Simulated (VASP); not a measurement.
Al:

```
CELL_PARAMETERS angstrom
-1.59122 1.59122 1.59122
1.59122 -1.59122 1.59122
1.59122 1.59122 -1.59122
ATOMIC_POSITIONS crystal
Al 0.00000 0.00000 0.00000
```

* Program: VASP 6.6.1
* Task: relaxation of cell and atoms
* Functional: RPBE
* Dispersion: D3(BJ)
* Potentials or basis: VASP PAW PBE potentials, release 64 (Al)
* Cutoff: 600 eV
* k mesh: 12 × 12 × 12
* Occupations: fermi-dirac, width 0.05 eV
* Spin: no spin polarisation

At the start: pressure -16.3 GPa; volume 16.12 Å³/atom.

Question: How do energy, volume and symmetry change on relaxing?

Answer: Over 3 steps the energy falls by 157.1 meV/atom and the volume is 13.46 Å³/atom (-16.5 %); space group Im-3m (No. 229, to 0.05 Å).

The path:
```tsv
step	energy change (eV)	largest force (eV/Å)	pressure (GPa)	volume (Å³)
1	0.0000	0.0000	-16.29	16.12
2	-0.1316	0.0000	9.85	12.59
3	-0.1571	0.0000	0.11	13.46
```

Final structure:
```cif
data_structure
_symmetry_space_group_name_H-M 'P 1'
_symmetry_Int_Tables_number 1
_cell_length_a 2.5952
_cell_length_b 2.5952
_cell_length_c 2.5952
_cell_angle_alpha 109.471
_cell_angle_beta 109.471
_cell_angle_gamma 109.471
_cell_volume 13.46
loop_
_atom_site_label
_atom_site_type_symbol
_atom_site_fract_x
_atom_site_fract_y
_atom_site_fract_z
_atom_site_occupancy
Al1 Al 0.00000 0.00000 0.00000 1
```

Caveat: the volume moved by over 15 % at a fixed basis, so the end points are rough; the PAW data sets were made with another functional, which shifts forces and pressure a little; pairwise dispersion overbinds metals, which lowers pressure and volume.
